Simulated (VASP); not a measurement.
# SnF (P6_3/mmc) in VASP: single point with r2SCAN

Aim: the single point of SnF with r2SCAN.

All numbers are computed with VASP 6.6.1; they aren't measurements. Logs are shortened: lines on timing, memory, paths and dates and some standing lists are left out, and cuts for length are marked.

### Step 1. The cell of the first run

It takes space group P6_3/mmc (No. 194, hexagonal). Conventional cell: a = 4.089 Å, b = 4.089 Å, c = 4.963 Å, α = 90.00°, β = 90.00°, γ = 120.00°. Within 3.3 Å of F (site symmetry -3m) lie 2 F at 2.48 Å and 6 Sn at 2.67 Å. Within 3.5 Å of Sn (site symmetry -6m2) lie 6 F at 2.67 Å and 6 Sn at 3.42 Å.

### Step 2. Single point, r2SCAN

Input file POSCAR:

```
SnF
1.0
    4.0886820000      0.0000000000      0.0000000000
   -2.0443410000      3.5409060000      0.0000000000
    0.0000000000      0.0000000000      4.9630160000
F Sn
2 2
Direct
    0.0000000000      0.0000000000      0.0000000000
    0.0000000000      0.0000000000      0.5000000000
    0.3333300000      0.6666700000      0.2500000000
    0.6666600000      0.3333300000      0.7500000000
```

Input file INCAR.step1:

```
SYSTEM = SnF
ALGO = Normal ; EDIFF = 1E-4
ENCUT = 520 ; GGA = PE
ISMEAR = 0 ; LASPH = .True.
LCHARG = .False. ; LREAL = .False.
LWAVE = .True. ; NBANDS = 29
NELM = 60 ; PREC = Accurate
SIGMA = 0.0216
```

Input file INCAR.step2:

```
SYSTEM = SnF
ALGO = Normal ; EDIFF = 1E-6
ENCUT = 520 ; ISIF = 2
ISMEAR = 0 ; ISTART = 1
LASPH = .True. ; LCHARG = .True.
LELF = .True. ; LMIXTAU = .True.
LREAL = .False. ; LVHAR = .True.
LWAVE = .False. ; METAGGA = R2SCAN
NBANDS = 29 ; NELM = 60
PREC = Accurate ; SIGMA = 0.0216
```

Input file KPOINTS:

```
k-points
0
Gamma
  7 7 5
  0 0 0
```

Potentials or basis: VASP PAW PBE potentials, release 64 (F, Sn_d).

Started as:

```bash
cat potpaw_PBE.64/F/POTCAR potpaw_PBE.64/Sn_d/POTCAR > POTCAR
cp INCAR.step1 INCAR
mpirun -np 1 vasp_std > vasp.out
cp INCAR.step2 INCAR
mpirun -np 1 vasp_std > vasp.out
```

OUTCAR:

```text
SYSTEM = SnF
   EDIFF = 1E-6
   ENCUT = 520
   ISIF = 2
   ISMEAR = 0
   ISTART = 1
   LASPH = .True.
   LREAL = .False.
   METAGGA = R2SCAN
   NELM = 60
   PREC = Accurate

 ion  position               nearest neighbor table
   1  0.000  0.000  0.000-   3 2.67   4 2.67   4 2.67   3 2.67   4 2.67   3 2.67
   2  0.000  0.000  0.500-   3 2.67   4 2.67   4 2.67   3 2.67   4 2.67   3 2.67
   3  0.333  0.667  0.250-   1 2.67   2 2.67   1 2.67   2 2.67   1 2.67   2 2.67   4 3.42   4 3.42
                             4 3.42   4 3.42   4 3.42   4 3.42
   4  0.667  0.333  0.750-   1 2.67   2 2.67   1 2.67   2 2.67   1 2.67   2 2.67   3 3.42   3 3.42
                             3 3.42   3 3.42   3 3.42   3 3.42

  LATTYP: Found a hexagonal cell.
 ALAT       =     4.0886820000
 C/A-ratio  =     1.2138425047

  Lattice vectors:

 A1 = (   4.0886820000,   0.0000000000,   0.0000000000)
 A2 = (  -2.0443410000,   3.5409060000,   0.0000000000)
 A3 = (   0.0000000000,   0.0000000000,   4.9630160000)

Analysis of symmetry for initial positions (statically):
=====================================================================
 Subroutine PRICEL returns:
 Original cell was already a primitive cell.

 Routine SETGRP: Setting up the symmetry group for a
 hexagonal supercell.

 Subroutine GETGRP returns: Found  4 space group operations
 (whereof  2 operations were pure point group operations)
 out of a pool of 24 trial point group operations.

The static configuration has the point symmetry C_2 .
 The point group associated with its full space group is C_2v.

Analysis of symmetry for dynamics (positions and initial velocities):
=====================================================================
 Subroutine PRICEL returns:
 Original cell was already a primitive cell.

 Routine SETGRP: Setting up the symmetry group for a
 hexagonal supercell.

 Subroutine GETGRP returns: Found  4 space group operations
 (whereof  2 operations were pure point group operations)
 out of a pool of 24 trial point group operations.

The dynamic configuration has the point symmetry C_2 .
 The point group associated with its full space group is C_2v.

 Subroutine INISYM returns: Found  4 space group operations
 (whereof  2 operations are pure point group operations),
 and found     1 'primitive' translations

----------------------------------------------------------------------------------------

                                     Primitive cell

  volume of cell :      71.8528

  direct lattice vectors                    reciprocal lattice vectors
     4.088682000  0.000000000  0.000000000     0.244577592  0.141206798  0.000000000
    -2.044341000  3.540906000  0.000000000     0.000000000  0.282413597  0.000000000
     0.000000000  0.000000000  4.963016000     0.000000000  0.000000000  0.201490384

  length of vectors
     4.088682000  4.088685048  4.963016000     0.282413808  0.282413597  0.201490384

  position of ions in fractional coordinates (direct lattice)
     0.000000000  0.000000000  0.000000000
     0.000000000  0.000000000  0.500000000
     0.333330000  0.666670000  0.250000000
     0.666660000  0.333330000  0.750000000

  ion indices of the primitive-cell ions
   primitive index   ion index
                 1           1
                 2           2
                 3           3
                 4           4

----------------------------------------------------------------------------------------

 KPOINTS: k-points

Automatic generation of k-mesh.
 Grid dimensions read from file:
 generate k-points for:    7    7    5

 Generating k-lattice:

  Cartesian coordinates                     Fractional coordinates (reciprocal lattice)
     0.034939656  0.020172400  0.000000000     0.142857143  0.000000000  0.000000000
     0.000000000  0.040344800  0.000000000     0.000000000  0.142857143  0.000000000
     0.000000000  0.000000000  0.040298077     0.000000000  0.000000000  0.200000000

  Length of vectors
     0.040344830  0.040344800  0.040298077

  Shift w.r.t. Gamma in fractional coordinates (k-lattice)
     0.000000000  0.000000000  0.000000000

 Subroutine IBZKPT returns following result:
 ===========================================

 Found     48 irreducible k-points:

 Following reciprocal coordinates:
            Coordinates               Weight
  0.000000  0.000000  0.000000      1.000000
  0.142857  0.000000  0.000000      4.000000
  0.000000  0.142857  0.000000      2.000000
  0.285714 -0.000000  0.000000      4.000000
  0.000000  0.285714  0.000000      2.000000
  0.428571  0.000000  0.000000      4.000000
[... 16 lines left out ...]
  0.000000  0.428571  0.200000      4.000000
  0.142857  0.142857  0.200000      8.000000
 [... further k-points ...]
   k-points           NKPTS =     48   k-points in BZ     NKDIM =     48   number of bands    NBANDS=     29
   number of dos      NEDOS =    301   number of ions     NIONS =      4
   total plane-waves  NPLWV =  36000
   dimension x,y,z NGX =    30 NGY =   30 NGZ =   40
   dimension x,y,z NGXF=    60 NGYF=   60 NGZF=   80
   ions per type =               2   2
   NGX,Y,Z   is equivalent  to a cutoff of  12.20, 12.20, 13.40 a.u.
   NGXF,Y,Z  is equivalent  to a cutoff of  24.40, 24.40, 26.80 a.u.
 SYSTEM =  SnF
   PREC   = accura    normal or accurate (medium, high low for compatibility)
   ISTART =      1    job   : 0-new  1-cont  2-samecut
   ICHARG =      0    charge: 1-file 2-atom 10-const
   ISPIN  =      1    spin polarized calculation?
   LNONCOLLINEAR =      F non collinear calculations
   LSORBIT =      F    spin-orbit coupling
   LASPH  =      T    aspherical Exc in radial PAW
   ENCUT  =  520.0 eV  38.22 Ry    6.18 a.u.   7.60  7.60  9.23*2*pi/ulx,y,z
   NELM   =     60;   NELMIN=  2; NELMDL=  0     # of ELM steps
   EDIFF  = 0.1E-05   stopping-criterion for ELM
   LREAL  =      F    real-space projection
   EDIFFG = 0.1E-04   stopping-criterion for IOM
   NSW    =      0    number of steps for IOM
   IBRION =     -1    ionic relax: 0-MD 1-quasi-New 2-CG
   NFREE  =      0    steps in history (QN), initial steepest desc. (CG)
   ISIF   =      2    stress and relaxation
   ISYM   =      2    0-nonsym 1-usesym 2-fastsym
   POTIM  = 0.5000    time-step for ionic-motion
   TEBEG  =    0.0;   TEEND  =   0.0 temperature during run
   PSTRESS=    0.0 pullay stress
   NELECT =      42.0000    total number of electrons
   NUPDOWN=      -1.0000    fix difference up-down
   EMIN   =  10.00;   EMAX   =-10.00  energy-range for DOS
   EFERMI =   0.00;   METHOD = LEGACY
   ISMEAR =     0;   SIGMA  =   0.02  broadening in eV -4-tet -1-fermi 0-gaus
   EFERMI_NEDOS =   21; number of points for ismear=-14 and -15
   IALGO  =     38    algorithm
   IMIX   =      4    mixing-type and parameters
     AMIX     =   0.40;   BMIX     =  1.00
     AMIX_MAG =   1.60;   BMIX_MAG =  1.00
  volume/ion in A,a.u.               =      17.96       121.22
  Fermi-wavevector in a.u.,A,eV,Ry     =   1.368811  2.586678 25.492465  1.873643
  Thomas-Fermi vector in A             =   2.494742
   LORBIT       =      0    0 simple, 1 ext, 2 COOP (PROOUT), +10 PAW based schemes
   METAGGA = R2SCAN    functional components
   LHFCALC =     F    Hartree Fock is set to
   AEXX    =    0.0000 exact exchange contribution
   IVDW    =     0    specifies the selected vdW correction
   LEPSILON=     F    determine dielectric tensor
   LRPA    =     F    only Hartree local field effects (RPA)
 non-spin polarized calculation
 Gauss-broadening in eV      SIGMA  =   0.02
  energy-cutoff  :      520.00
  volume of cell :       71.85
 maximum number of plane-waves:      1974
   NGX = 15   NGY = 15   NGZ = 19

 number of electron      42.0000009 magnetization

 Free energy of the ion-electron system (eV)
  ---------------------------------------------------
  ext. energy  EPLUGINS =         0.00000000
  ---------------------------------------------------
  free energy    TOTEN  =       -60.13000597 eV

  energy without entropy =      -60.12973397  energy(sigma->0) =      -60.12986997

 E-fermi :   6.6050     XC(G=0): -10.9948

 val. band max:        6.5984380407   @ k =   0.2857  -0.0000   0.0000
 cond. band min:       6.7083846006   @ k =   0.4286   0.1429   0.0000
 fundamental gap:      0.1099465598
 Fermi energy:         6.6050131416

 k-point     1 :       0.0000    0.0000    0.0000
  band No.  band energies     occupation
      1     -18.4943      2.00000
      2     -17.8461      2.00000
      3     -16.0489      2.00000
      4     -16.0488      2.00000
      5     -16.0404      2.00000
      6     -16.0404      2.00000
[... 21 lines left out ...]
     28      17.3883      0.00000
     29      17.3884      0.00000

 k-point     2 :       0.1429    0.0000    0.0000
  band No.  band energies     occupation
      1     -18.4903      2.00000
      2     -17.8575      2.00000
      3     -16.0481      2.00000
      4     -16.0465      2.00000
      5     -16.0345      2.00000
      6     -16.0331      2.00000
[... 21 lines left out ...]
     28      17.1913      0.00000
     29      17.5092      0.00000

 k-point     3 :       0.0000    0.1429    0.0000
  band No.  band energies     occupation
      1     -18.4903      2.00000
      2     -17.8575      2.00000
      3     -16.0481      2.00000
      4     -16.0465      2.00000
      5     -16.0345      2.00000
      6     -16.0331      2.00000
[... 21 lines left out ...]
     28      17.1913      0.00000
     29      17.5092      0.00000

 k-point     4 :       0.2857   -0.0000    0.0000
  band No.  band energies     occupation
      1     -18.4820      2.00000
      2     -17.8806      2.00000
      3     -16.0439      2.00000
      4     -16.0437      2.00000
      5     -16.0345      2.00000
      6     -16.0191      2.00000
[... 597 lines left out ...]
     28      17.5477      0.00000
     29      18.6734      0.00000

 k-point    23 :       0.0000    0.4286    0.2000
  band No.  band energies     occupation
      1     -18.4240      2.00000
      2     -17.9577      2.00000
      3     -16.0424      2.00000
      4     -16.0341      2.00000
      5     -16.0331      2.00000
      6     -16.0153      2.00000
[... 21 lines left out ...]
     28      17.5478      0.00000
     29      18.6735      0.00000

 k-point    24 :       0.1429    0.1429    0.2000
  band No.  band energies     occupation
      1     -18.4300      2.00000
      2     -17.9367      2.00000
      3     -16.0548      2.00000
      4     -16.0391      2.00000
      5     -16.0380      2.00000
      6     -16.0261      2.00000
[... 21 lines left out ...]
     28      16.8482      0.00000
     29      18.1464      0.00000

 [... further k-points ...]
[... 5 lines left out ...]
  --------------------------------------------------------------------------------------
  -------------------------------------------------------------------------------------
  Total        0.2351579      0.2353199      1.1229021      0.0000000      0.0000000      0.0000000
  in kB        5.2435664      5.2471791     25.0385429      0.0000000      0.0000000      0.0000000
  external PRESSURE =      11.8430962 kB  Pullay stress =       0.0000000 kB

 VOLUME and BASIS-vectors are now :
 -----------------------------------------------------------------------------
  energy-cutoff  :      520.00
  volume of cell :       71.85
      direct lattice vectors                 reciprocal lattice vectors
     4.088682000  0.000000000  0.000000000     0.244577592  0.141206798  0.000000000
    -2.044341000  3.540906000  0.000000000     0.000000000  0.282413597  0.000000000
     0.000000000  0.000000000  4.963016000     0.000000000  0.000000000  0.201490384

 POSITION                                       TOTAL-FORCE (eV/Angst)
 -----------------------------------------------------------------------------------
      0.00000      0.00000      0.00000         0.000031      0.000000      0.000000
      0.00000      0.00000      2.48151         0.000031      0.000000      0.000000
     -0.00002      2.36062      1.24075        -0.000031      0.000013      0.000000
      2.04432      1.18029      3.72226        -0.000031     -0.000013      0.000000
 -----------------------------------------------------------------------------------
    total drift:                                0.000001      0.000000      0.000000

  FREE ENERGIE OF THE ION-ELECTRON SYSTEM (eV)
  ---------------------------------------------------
  free  energy   TOTEN  =       -60.1300059704 eV

  energy  without entropy=      -60.1297339650  energy(sigma->0) =      -60.12986997
```

It took 3.7 min on 1 thread of Intel Xeon Platinum 8488C (Sapphire Rapids), shared host; peak memory 0.24 GiB.

Results:

```yaml
Free_energy: -60.1300 eV
Pressure: 1.2 GPa
Band_gap_on_the_k_mesh: zero (band 21 reaches 8.84 eV, above the bottom of band 22 at 5.99 eV)
```

Stress tensor (GPa, compression positive):
```
0.52 0.00 0.00
0.00 0.52 0.00
0.00 0.00 2.50
```

Levels at points of the mesh, in eV from the Fermi level:
```
           k point  band 19  band 20  band 21  band 22  band 23  band 24
(0.00, 0.00, 0.00)    -3.44    -2.26    -1.62     1.57     1.57     5.38
```

Caveat: the PAW data sets were made with another functional, which shifts forces and pressure a little; spin-orbit coupling is left out, which moves the levels of the heavy elements.
